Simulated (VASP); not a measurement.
# CuTe (P-6m2) in VASP: single point with LDA+U

Aim: the single point of CuTe with LDA+U.

Program: VASP 6.6.1. These are calculated values, not measurements. Logs are shortened: lines on timing, memory, paths and dates and some standing lists are left out, and cuts for length are marked.

## (1) The cell of the first run

Symmetry: P-6m2, No. 187, hexagonal system. The conventional cell has a = 3.862 Å, b = 3.862 Å, c = 3.769 Å, α = 90.00°, β = 90.00°, γ = 120.00°. Cu (site symmetry -6m2) has 6 Te at 2.92 Å and 2 Cu at 3.77 Å within 3.8 Å. Within 3.8 Å of Te (site symmetry -6m2) lie 6 Cu at 2.92 Å and 2 Te at 3.77 Å.

## (2) Single point, LDA+U

Contents of INCAR:

```
PREC = Accurate
ENCUT = 520
EDIFF = 1E-7
ISMEAR = 0
SIGMA = 0.05
LREAL = F
LASPH = T
NELM = 150
ALGO = Normal
ISIF = 2
LWAVE = F
LCHARG = F
LMAXMIX = 4
LDAU = T
LDAUTYPE = 2
LDAUL = 2 -1
LDAUU = 4 0
LDAUJ = 0 0
LDAUPRINT = 1
GGA = CA
NBANDS = 16
```

Contents of KPOINTS:

```
regular mesh
0
Gamma
  6 6 5
```

Contents of POSCAR:

```
CuTe
1.0
    3.8616632900      0.0000000000      0.0000000000
   -1.9308316500      3.3442985100      0.0000000000
    0.0000000000      0.0000000000      3.7687920500
Cu Te
1 1
Direct
    0.0000000000      0.0000000000      0.0000000000
    0.6666666667      0.3333333333      0.5000000000
```

Potentials or basis: VASP PAW LDA potentials, release 64 (Cu, Te).

Command:

```bash
> cat potpaw_LDA.64/Cu/POTCAR potpaw_LDA.64/Te/POTCAR > POTCAR
> mpirun -np 1 vasp_std > vasp.out
```

OUTCAR:

```text
PREC = Accurate
   ENCUT = 520
   EDIFF = 1E-7
   ISMEAR = 0
   LREAL = F
   LASPH = T
   NELM = 150
   ISIF = 2
   GGA = CA

 ion  position               nearest neighbor table
   1  0.000  0.000  0.000-   2 2.92   2 2.92   2 2.92   2 2.92   2 2.92   2 2.92
   2  0.667  0.333  0.500-   1 2.92   1 2.92   1 2.92   1 2.92   1 2.92   1 2.92

  LATTYP: Found a hexagonal cell.
 ALAT       =     3.8616632900
 C/A-ratio  =     0.9759504563

  Lattice vectors:

 A1 = (   3.8616632900,   0.0000000000,   0.0000000000)
 A2 = (  -1.9308316500,   3.3442985100,   0.0000000000)
 A3 = (   0.0000000000,   0.0000000000,   3.7687920500)

Analysis of symmetry for initial positions (statically):
=====================================================================
 Subroutine PRICEL returns:
 Original cell was already a primitive cell.

 Routine SETGRP: Setting up the symmetry group for a
 hexagonal supercell.

 Subroutine GETGRP returns: Found 12 space group operations
 (whereof 12 operations were pure point group operations)
 out of a pool of 24 trial point group operations.

The static configuration has the point symmetry D_3h.

Analysis of symmetry for dynamics (positions and initial velocities):
=====================================================================
 Subroutine PRICEL returns:
 Original cell was already a primitive cell.

 Routine SETGRP: Setting up the symmetry group for a
 hexagonal supercell.

 Subroutine GETGRP returns: Found 12 space group operations
 (whereof 12 operations were pure point group operations)
 out of a pool of 24 trial point group operations.

The dynamic configuration has the point symmetry D_3h.

 Subroutine INISYM returns: Found 12 space group operations
 (whereof 12 operations are pure point group operations),
 and found     1 'primitive' translations

----------------------------------------------------------------------------------------

                                     Primitive cell

  volume of cell :      48.6723

  direct lattice vectors                    reciprocal lattice vectors
     3.861663290  0.000000000  0.000000000     0.258955772  0.149508185  0.000000000
    -1.930831650  3.344298510  0.000000000     0.000000000  0.299016370  0.000000000
     0.000000000  0.000000000  3.768792050     0.000000000  0.000000000  0.265337006

  length of vectors
     3.861663290  3.861663292  3.768792050     0.299016370  0.299016370  0.265337006

  position of ions in fractional coordinates (direct lattice)
     0.000000000  0.000000000  0.000000000
     0.666666667  0.333333333  0.500000000

  ion indices of the primitive-cell ions
   primitive index   ion index
                 1           1
                 2           2

----------------------------------------------------------------------------------------

 KPOINTS: regular mesh

Automatic generation of k-mesh.
 Grid dimensions read from file:
 generate k-points for:    6    6    5

 Generating k-lattice:

  Cartesian coordinates                     Fractional coordinates (reciprocal lattice)
     0.043159295  0.024918031  0.000000000     0.166666667  0.000000000  0.000000000
     0.000000000  0.049836062  0.000000000     0.000000000  0.166666667  0.000000000
     0.000000000  0.000000000  0.053067401     0.000000000  0.000000000  0.200000000

  Length of vectors
     0.049836062  0.049836062  0.053067401

  Shift w.r.t. Gamma in fractional coordinates (k-lattice)
     0.000000000  0.000000000  0.000000000
[... 32 lines left out ...]
   dimension x,y,z NGX =    30 NGY =   30 NGZ =   28
   dimension x,y,z NGXF=    60 NGYF=   60 NGZF=   56
   ions per type =               1   1
   NGX,Y,Z   is equivalent  to a cutoff of  12.92, 12.92, 12.35 a.u.
   NGXF,Y,Z  is equivalent  to a cutoff of  25.83, 25.83, 24.70 a.u.
 SYSTEM =  unknown system
   PREC   = accura    normal or accurate (medium, high low for compatibility)
   ISTART =      0    job   : 0-new  1-cont  2-samecut
   ICHARG =      2    charge: 1-file 2-atom 10-const
   ISPIN  =      1    spin polarized calculation?
   LNONCOLLINEAR =      F non collinear calculations
   LSORBIT =      F    spin-orbit coupling
   LASPH  =      T    aspherical Exc in radial PAW
   ENCUT  =  520.0 eV  38.22 Ry    6.18 a.u.   7.18  7.18  7.01*2*pi/ulx,y,z
   NELM   =    150;   NELMIN=  2; NELMDL= -5     # of ELM steps
   EDIFF  = 0.1E-06   stopping-criterion for ELM
   LREAL  =      F    real-space projection
   EDIFFG = 0.1E-05   stopping-criterion for IOM
   NSW    =      0    number of steps for IOM
   IBRION =     -1    ionic relax: 0-MD 1-quasi-New 2-CG
   NFREE  =      0    steps in history (QN), initial steepest desc. (CG)
   ISIF   =      2    stress and relaxation
   ISYM   =      2    0-nonsym 1-usesym 2-fastsym
   POTIM  = 0.5000    time-step for ionic-motion
   TEBEG  =    0.0;   TEEND  =   0.0 temperature during run
   PSTRESS=    0.0 pullay stress
   NELECT =      17.0000    total number of electrons
   NUPDOWN=      -1.0000    fix difference up-down
   EMIN   =  10.00;   EMAX   =-10.00  energy-range for DOS
   EFERMI =   0.00;   METHOD = LEGACY
   ISMEAR =     0;   SIGMA  =   0.05  broadening in eV -4-tet -1-fermi 0-gaus
   EFERMI_NEDOS =   21; number of points for ismear=-14 and -15
   IALGO  =     38    algorithm
   IMIX   =      4    mixing-type and parameters
     AMIX     =   0.40;   BMIX     =  1.00
     AMIX_MAG =   1.60;   BMIX_MAG =  1.00
  volume/ion in A,a.u.               =      24.34       164.23
  Fermi-wavevector in a.u.,A,eV,Ry     =   1.152915  2.178693 18.085039  1.329213
  Thomas-Fermi vector in A             =   2.289563
   LORBIT       =      0    0 simple, 1 ext, 2 COOP (PROOUT), +10 PAW based schemes
 LDA+U is selected, type is set to LDAUTYPE =  2
   angular momentum for each species LDAUL =     2   -1
   U (eV)           for each species LDAUU =   4.0  0.0
   J (eV)           for each species LDAUJ =   0.0  0.0
   GGA     = CA    functional components
   LHFCALC =     F    Hartree Fock is set to
   AEXX    =    0.0000 exact exchange contribution
   IVDW    =     0    specifies the selected vdW correction
   LEPSILON=     F    determine dielectric tensor
   LRPA    =     F    only Hartree local field effects (RPA)
 non-spin polarized calculation
 Gauss-broadening in eV      SIGMA  =   0.05
  energy-cutoff  :      520.00
  volume of cell :       48.67
 maximum number of plane-waves:      1329
 NGX is ok and might be reduce to    30
   NGX = 15   NGY = 15   NGZ = 15

atom =   1  type =  1  l = 2

 onsite density matrix

spin component  1

  0.9466  0.0000  0.0000 -0.0000 -0.0000
  0.0000  0.9320  0.0000 -0.0000  0.0000
  0.0000  0.0000  0.9504  0.0000 -0.0000
 -0.0000 -0.0000  0.0000  0.9320 -0.0000
 -0.0000  0.0000 -0.0000 -0.0000  0.9466

spin component  2

  0.9466  0.0000  0.0000 -0.0000 -0.0000
  0.0000  0.9320  0.0000 -0.0000  0.0000
  0.0000  0.0000  0.9504  0.0000 -0.0000
 -0.0000 -0.0000  0.0000  0.9320 -0.0000
 -0.0000  0.0000 -0.0000 -0.0000  0.9466

 occupancies and eigenvectors

  o =  0.9320  v = -0.0000  0.7072  0.0000  0.7070  0.0000  0.0000  0.0000  0.0000  0.0000  0.0000      0.0000  0.0000  0.0000  0.0000  0.0000  0.0000  0.0000  0.0000  0.0000  0.0000
  o =  0.9320  v =  0.0000  0.0000  0.0000  0.0000  0.0000 -0.0000  0.7072  0.0000  0.7070  0.0000      0.0000  0.0000  0.0000  0.0000  0.0000  0.0000  0.0000  0.0000  0.0000  0.0000
  o =  0.9320  v = -0.0000  0.7070  0.0000 -0.7072  0.0000  0.0000  0.0000  0.0000  0.0000  0.0000      0.0000  0.0000  0.0000  0.0000  0.0000  0.0000  0.0000  0.0000  0.0000  0.0000
  o =  0.9320  v =  0.0000  0.0000  0.0000  0.0000  0.0000 -0.0000  0.7070  0.0000 -0.7072  0.0000      0.0000  0.0000  0.0000  0.0000  0.0000  0.0000  0.0000  0.0000  0.0000  0.0000
  o =  0.9466  v =  0.0000  0.0000  0.0000  0.0000  0.0000 -1.0000  0.0000  0.0000 -0.0000 -0.0095      0.0000  0.0000  0.0000  0.0000  0.0000  0.0000  0.0000  0.0000  0.0000  0.0000
  o =  0.9466  v = -1.0000  0.0000  0.0000 -0.0000 -0.0095  0.0000  0.0000  0.0000  0.0000  0.0000      0.0000  0.0000  0.0000  0.0000  0.0000  0.0000  0.0000  0.0000  0.0000  0.0000
  o =  0.9466  v =  0.0000  0.0000  0.0000  0.0000  0.0000  0.0095  0.0000 -0.0000 -0.0000 -1.0000      0.0000  0.0000  0.0000  0.0000  0.0000  0.0000  0.0000  0.0000  0.0000  0.0000
  o =  0.9466  v =  0.0095  0.0000 -0.0000 -0.0000 -1.0000  0.0000  0.0000  0.0000  0.0000  0.0000      0.0000  0.0000  0.0000  0.0000  0.0000  0.0000  0.0000  0.0000  0.0000  0.0000
  o =  0.9504  v = -0.0000  0.0000 -1.0000 -0.0000  0.0000  0.0000  0.0000  0.0000  0.0000  0.0000      0.0000  0.0000  0.0000  0.0000  0.0000  0.0000  0.0000  0.0000  0.0000  0.0000
  o =  0.9504  v =  0.0000  0.0000  0.0000  0.0000  0.0000 -0.0000  0.0000 -1.0000 -0.0000  0.0000      0.0000  0.0000  0.0000  0.0000  0.0000  0.0000  0.0000  0.0000  0.0000  0.0000

 number of electron      16.9999993 magnetization

 Free energy of the ion-electron system (eV)
  ---------------------------------------------------
  ext. energy  EPLUGINS =         0.00000000
  ---------------------------------------------------
  free energy    TOTEN  =        -6.45362465 eV

  energy without entropy =       -6.45163332  energy(sigma->0) =       -6.45262899

 E-fermi :   5.3762     XC(G=0): -10.1133

 val. band max:        5.3312413698   @ k =   0.1667  -0.0000   0.0000
 cond. band min:       5.3797394059   @ k =   0.1667   0.1667   0.0000
 fundamental gap:      0.0484980361
 Fermi energy:         5.3762262537

 k-point     1 :       0.0000    0.0000    0.0000
  band No.  band energies     occupation
      1      -6.9118      2.00000
      2       1.9639      2.00000
      3       1.9844      2.00000
      4       1.9844      2.00000
      5       2.3170      2.00000
      6       2.3170      2.00000
[... 376 lines left out ...]
      3       1.1783      2.00000
      4       1.7964      2.00000
      5       2.2791      2.00000
      6       2.4949      2.00000
[... 8 lines left out ...]
     15      17.8463      0.00000
     16      19.3412      0.00000

------------------------ aborting loop because EDIFF is reached ----------------------------------------

  FORCE on cell =-STRESS in cart. coord.  units (eV):
  Direction    XX          YY          ZZ          XY          YZ          ZX
  --------------------------------------------------------------------------------------
  -------------------------------------------------------------------------------------
  Total       -2.5745360     -2.5745360     -4.2974721      0.0000000      0.0000000     -0.0000000
  in kB      -84.7477035    -84.7477035   -141.4627290      0.0000001      0.0000000     -0.0000000
  external PRESSURE =    -103.6527120 kB  Pullay stress =       0.0000000 kB

 VOLUME and BASIS-vectors are now :
 -----------------------------------------------------------------------------
  energy-cutoff  :      520.00
  volume of cell :       48.67
      direct lattice vectors                 reciprocal lattice vectors
     3.861663290  0.000000000  0.000000000     0.258955772  0.149508185  0.000000000
    -1.930831650  3.344298510  0.000000000     0.000000000  0.299016370  0.000000000
     0.000000000  0.000000000  3.768792050     0.000000000  0.000000000  0.265337006

 POSITION                                       TOTAL-FORCE (eV/Angst)
 -----------------------------------------------------------------------------------
      0.00000      0.00000      0.00000        -0.000000      0.000000      0.000000
      1.93083      1.11477      1.88440         0.000000     -0.000000      0.000000
 -----------------------------------------------------------------------------------
    total drift:                               -0.000000      0.000000      0.000000

  FREE ENERGIE OF THE ION-ELECTRON SYSTEM (eV)
  ---------------------------------------------------
  free  energy   TOTEN  =        -6.4536246496 eV

  energy  without entropy=       -6.4516333221  energy(sigma->0) =       -6.45262899
```

Wall time 35 s (1 thread of AMD EPYC 7R13, shared host); peak memory 0.12 GiB.

Results:

```yaml
Free_energy: -6.4536 eV
Pressure: -10.4 GPa
```

Eigenvalues of the final occupation matrices:
```
    site  spin  trace               eigenvalues
site 1 d     1   4.71  0.93 0.93 0.95 0.95 0.95
site 1 d     2   4.71  0.93 0.93 0.95 0.95 0.95
```

Caveat: spin-orbit coupling is left out, which moves the levels of the heavy elements; U without spin polarisation on a metal has little footing; the U is typed as a test and isn't derived for this compound.
